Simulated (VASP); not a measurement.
# Ag (Fm-3m) in VASP: single point with PBEsol

Aim: the single point of Ag with PBEsol.

All numbers are computed with VASP 6.6.1; they aren't measurements. Logs are shortened: lines on timing, memory, paths and dates and some standing lists are left out, and cuts for length are marked.

### Step 1. The cell of the first run

It takes space group Fm-3m (No. 225, cubic). Conventional cell: a = 3.885 Å, b = 3.885 Å, c = 3.885 Å, α = 90.00°, β = 90.00°, γ = 90.00°. Ag (site symmetry m-3m) has 12 Ag at 2.75 Å within 3.6 Å.

### Step 2. Single point, PBEsol (volume scaled by 0.88)

INCAR reads:

```
SYSTEM = Ag
PREC = Accurate ; ENCUT = 520
EDIFF = 1E-6 ; ISMEAR = -1
SIGMA = 0.1 ; LREAL = .FALSE.
LASPH = .TRUE. ; NELM = 100
ALGO = Normal ; ISIF = 2
LWAVE = .FALSE. ; LCHARG = .FALSE.
GGA = PS ; NBANDS = 12
```

KPOINTS reads:

```
regular mesh
0
G
  16 16 16
  0 0 0
```

POSCAR reads:

```
Ag
1.0
    0.0000000000      1.9425846734      1.9425846734
    1.9425846734      0.0000000000      1.9425846734
    1.9425846734      1.9425846734      0.0000000000
Ag
1
Direct
    0.0000000000      0.0000000000      0.0000000000
```

Potentials or basis: VASP PAW PBE potentials, release 64 (Ag).

Run with:

```sh
cat potpaw_PBE.64/Ag/POTCAR > POTCAR
mpirun -np 1 vasp_std > vasp.out
```

OUTCAR:

```text
SYSTEM = Ag
   PREC = Accurate
   ENCUT = 520
   EDIFF = 1E-6
   ISMEAR = -1
   LREAL = .FALSE.
   LASPH = .TRUE.
   NELM = 100
   ISIF = 2
   GGA = PS

 ion  position               nearest neighbor table
   1  0.000  0.000  0.000-

  LATTYP: Found a face centered cubic cell.
 ALAT       =     3.8851693468

  Lattice vectors:

 A1 = (   0.0000000000,   1.9425846734,   1.9425846734)
 A2 = (   1.9425846734,   0.0000000000,   1.9425846734)
 A3 = (   1.9425846734,   1.9425846734,   0.0000000000)

Analysis of symmetry for initial positions (statically):
=====================================================================
 Subroutine PRICEL returns:
 Original cell was already a primitive cell.

 Routine SETGRP: Setting up the symmetry group for a
 face centered cubic supercell.

 Subroutine GETGRP returns: Found 48 space group operations
 (whereof 48 operations were pure point group operations)
 out of a pool of 48 trial point group operations.

The static configuration has the point symmetry O_h .

Analysis of symmetry for dynamics (positions and initial velocities):
=====================================================================
 Subroutine PRICEL returns:
 Original cell was already a primitive cell.

 Routine SETGRP: Setting up the symmetry group for a
 face centered cubic supercell.

 Subroutine GETGRP returns: Found 48 space group operations
 (whereof 48 operations were pure point group operations)
 out of a pool of 48 trial point group operations.

The dynamic configuration has the point symmetry O_h .

 Subroutine INISYM returns: Found 48 space group operations
 (whereof 48 operations are pure point group operations),
 and found     1 'primitive' translations

----------------------------------------------------------------------------------------

                                     Primitive cell

  volume of cell :      14.6612

  direct lattice vectors                    reciprocal lattice vectors
     0.000000000  1.942584673  1.942584673    -0.257389038  0.257389038  0.257389038
     1.942584673  0.000000000  1.942584673     0.257389038 -0.257389038  0.257389038
     1.942584673  1.942584673  0.000000000     0.257389038  0.257389038 -0.257389038

  length of vectors
     2.747229591  2.747229591  2.747229591     0.445810891  0.445810891  0.445810891

  position of ions in fractional coordinates (direct lattice)
     0.000000000  0.000000000  0.000000000

  ion indices of the primitive-cell ions
   primitive index   ion index
                 1           1

----------------------------------------------------------------------------------------

 KPOINTS: regular mesh

Automatic generation of k-mesh.
 Grid dimensions read from file:
 generate k-points for:   16   16   16

 Generating k-lattice:

  Cartesian coordinates                     Fractional coordinates (reciprocal lattice)
    -0.016086815  0.016086815  0.016086815     0.062500000  0.000000000  0.000000000
     0.016086815 -0.016086815  0.016086815     0.000000000  0.062500000  0.000000000
     0.016086815  0.016086815 -0.016086815     0.000000000  0.000000000  0.062500000

  Length of vectors
     0.027863181  0.027863181  0.027863181

  Shift w.r.t. Gamma in fractional coordinates (k-lattice)
     0.000000000  0.000000000  0.000000000

 Subroutine IBZKPT returns following result:
 ===========================================

 Found    145 irreducible k-points:

 Following reciprocal coordinates:
            Coordinates               Weight
  0.000000  0.000000  0.000000      1.000000
  0.062500  0.000000  0.000000      8.000000
  0.125000  0.000000  0.000000      8.000000
  0.187500  0.000000  0.000000      8.000000
  0.250000  0.000000  0.000000      8.000000
  0.312500  0.000000  0.000000      8.000000
[... 16 lines left out ...]
 -0.125000  0.062500  0.000000     24.000000
 -0.062500  0.062500  0.000000     12.000000
 [... further k-points ...]
   k-points           NKPTS =    145   k-points in BZ     NKDIM =    145   number of bands    NBANDS=     12
   number of dos      NEDOS =    301   number of ions     NIONS =      1
   total plane-waves  NPLWV =   8000
   dimension x,y,z NGX =    20 NGY =   20 NGZ =   20
   dimension x,y,z NGXF=    40 NGYF=   40 NGZF=   40
   ions per type =               1
   NGX,Y,Z   is equivalent  to a cutoff of  12.10, 12.10, 12.10 a.u.
   NGXF,Y,Z  is equivalent  to a cutoff of  24.21, 24.21, 24.21 a.u.
 SYSTEM =  Ag
   PREC   = accura    normal or accurate (medium, high low for compatibility)
   ISTART =      0    job   : 0-new  1-cont  2-samecut
   ICHARG =      2    charge: 1-file 2-atom 10-const
   ISPIN  =      1    spin polarized calculation?
   LNONCOLLINEAR =      F non collinear calculations
   LSORBIT =      F    spin-orbit coupling
   LASPH  =      T    aspherical Exc in radial PAW
   ENCUT  =  520.0 eV  38.22 Ry    6.18 a.u.   5.11  5.11  5.11*2*pi/ulx,y,z
   NELM   =    100;   NELMIN=  2; NELMDL= -5     # of ELM steps
   EDIFF  = 0.1E-05   stopping-criterion for ELM
   LREAL  =      F    real-space projection
   EDIFFG = 0.1E-04   stopping-criterion for IOM
   NSW    =      0    number of steps for IOM
   IBRION =     -1    ionic relax: 0-MD 1-quasi-New 2-CG
   NFREE  =      0    steps in history (QN), initial steepest desc. (CG)
   ISIF   =      2    stress and relaxation
   ISYM   =      2    0-nonsym 1-usesym 2-fastsym
   POTIM  = 0.5000    time-step for ionic-motion
   TEBEG  =    0.0;   TEEND  =   0.0 temperature during run
   PSTRESS=    0.0 pullay stress
   NELECT =      11.0000    total number of electrons
   NUPDOWN=      -1.0000    fix difference up-down
   EMIN   =  10.00;   EMAX   =-10.00  energy-range for DOS
   EFERMI =   0.00;   METHOD = LEGACY
   ISMEAR =    -1;   SIGMA  =   0.10  broadening in eV -4-tet -1-fermi 0-gaus
   EFERMI_NEDOS =   21; number of points for ismear=-14 and -15
   IALGO  =     38    algorithm
   IMIX   =      4    mixing-type and parameters
     AMIX     =   0.40;   BMIX     =  1.00
     AMIX_MAG =   1.60;   BMIX_MAG =  1.00
  volume/ion in A,a.u.               =      14.66        98.94
  Fermi-wavevector in a.u.,A,eV,Ry     =   1.487587  2.811132 30.108546  2.212916
  Thomas-Fermi vector in A             =   2.600729
   LORBIT       =      0    0 simple, 1 ext, 2 COOP (PROOUT), +10 PAW based schemes
   GGA     = PS    functional components
   LHFCALC =     F    Hartree Fock is set to
   AEXX    =    0.0000 exact exchange contribution
   IVDW    =     0    specifies the selected vdW correction
   LEPSILON=     F    determine dielectric tensor
   LRPA    =     F    only Hartree local field effects (RPA)
 non-spin polarized calculation
  energy-cutoff  :      520.00
  volume of cell :       14.66
 maximum number of plane-waves:       411
   NGX = 11   NGY = 11   NGZ = 11

 number of electron      11.0000003 magnetization

 Free energy of the ion-electron system (eV)
  ---------------------------------------------------
  ext. energy  EPLUGINS =         0.00000000
  ---------------------------------------------------
  free energy    TOTEN  =        -3.19864479 eV

  energy without entropy =       -3.19097766  energy(sigma->0) =       -3.19481123

 E-fermi :  10.5257     XC(G=0): -13.3363

 val. band max:       10.5149284692   @ k =   0.5000   0.1875   0.0625
 cond. band min:      10.5742985108   @ k =   0.5000   0.3125   0.1250
 fundamental gap:      0.0593700416
 Fermi energy:        10.5257173439

 k-point     1 :       0.0000    0.0000    0.0000
  band No.  band energies     occupation
      1       1.4981      2.00000
      2       5.1289      2.00000
      3       5.1289      2.00000
      4       5.1289      2.00000
      5       6.4933      2.00000
      6       6.4933      2.00000
      7      26.7408      0.00000
      8      31.2160      0.00000
      9      31.2160      0.00000
     10      31.2160      0.00000
     11      36.4657      0.00000
     12      38.7781      0.00000

 k-point     2 :       0.0625    0.0000    0.0000
  band No.  band energies     occupation
      1       1.6367      2.00000
      2       5.0894      2.00000
      3       5.1723      2.00000
      4       5.1723      2.00000
      5       6.4748      2.00000
      6       6.4748      2.00000
      7      26.8366      0.00000
      8      30.1950      0.00000
      9      31.3344      0.00000
     10      31.3344      0.00000
     11      36.9315      0.00000
     12      38.5039      0.00000

 k-point     3 :       0.1250    0.0000    0.0000
  band No.  band energies     occupation
      1       2.0312      2.00000
      2       5.0017      2.00000
      3       5.2803      2.00000
      4       5.2803      2.00000
      5       6.4430      2.00000
      6       6.4430      2.00000
      7      26.8156      0.00000
      8      28.4262      0.00000
      9      31.6504      0.00000
     10      31.6504      0.00000
     11      35.9186      0.00000
     12      37.6619      0.00000
[... 286 lines left out ...]
 k-point    23 :      -0.1250    0.0625    0.0000
  band No.  band energies     occupation
      1       2.3221      2.00000
      2       4.9017      2.00000
      3       5.3580      2.00000
      4       5.3871      2.00000
      5       6.2935      2.00000
      6       6.5834      2.00000
      7      26.6055      0.00000
      8      27.8047      0.00000
      9      30.7067      0.00000
     10      32.6673      0.00000
     11      34.6569      0.00000
     12      37.8518      0.00000

 k-point    24 :      -0.0625    0.0625    0.0000
  band No.  band energies     occupation
      1       1.8618      2.00000
      2       5.0103      2.00000
      3       5.2319      2.00000
      4       5.2674      2.00000
      5       6.3842      2.00000
      6       6.5175      2.00000
      7      26.9514      0.00000
      8      29.2250      0.00000
      9      30.7922      0.00000
     10      31.9107      0.00000
     11      36.2576      0.00000
     12      38.2425      0.00000

 [... further k-points ...]
[... 5 lines left out ...]
  --------------------------------------------------------------------------------------
  -------------------------------------------------------------------------------------
  Total        1.9604428      1.9604428      1.9604428      0.0000000     -0.0000000     -0.0000000
  in kB      214.2372054    214.2372054    214.2372054      0.0000000     -0.0000000     -0.0000000
  external PRESSURE =     214.2372054 kB  Pullay stress =       0.0000000 kB

 VOLUME and BASIS-vectors are now :
 -----------------------------------------------------------------------------
  energy-cutoff  :      520.00
  volume of cell :       14.66
      direct lattice vectors                 reciprocal lattice vectors
     0.000000000  1.942584673  1.942584673    -0.257389038  0.257389038  0.257389038
     1.942584673  0.000000000  1.942584673     0.257389038 -0.257389038  0.257389038
     1.942584673  1.942584673  0.000000000     0.257389038  0.257389038 -0.257389038

 POSITION                                       TOTAL-FORCE (eV/Angst)
 -----------------------------------------------------------------------------------
      0.00000      0.00000      0.00000         0.000000      0.000000      0.000000
 -----------------------------------------------------------------------------------
    total drift:                                0.000000      0.000000      0.000000

  FREE ENERGIE OF THE ION-ELECTRON SYSTEM (eV)
  ---------------------------------------------------
  free  energy   TOTEN  =        -3.1986447949 eV

  energy  without entropy=       -3.1909776643  energy(sigma->0) =       -3.19481123
```

Wall time 14 s (1 thread of Intel Xeon Platinum 8375C at 2.90GHz (Ice Lake), shared host); peak memory 0.14 GiB.

Results:

| Quantity | Value |
| --- | --- |
| Free energy | -3.1986 eV |
| Pressure | 21.4 GPa |

Levels at points of the mesh, in eV from the Fermi level:
| k point | band 4 | band 5 | band 6 | band 7 | band 8 | band 9 |
| --- | --- | --- | --- | --- | --- | --- |
| (0.00, 0.00, 0.00) | -5.40 | -4.03 | -4.03 | 16.22 | 20.69 | 20.69 |
| (0.50, 0.00, 0.00) | -2.99 | -2.99 | -0.90 | 4.51 | 15.47 | 19.36 |
| (0.50, 0.50, 0.00) | -2.72 | -2.72 | 1.39 | 7.99 | 11.36 | 11.36 |

Caveat: the PAW data sets were made with another functional, which shifts forces and pressure a little.
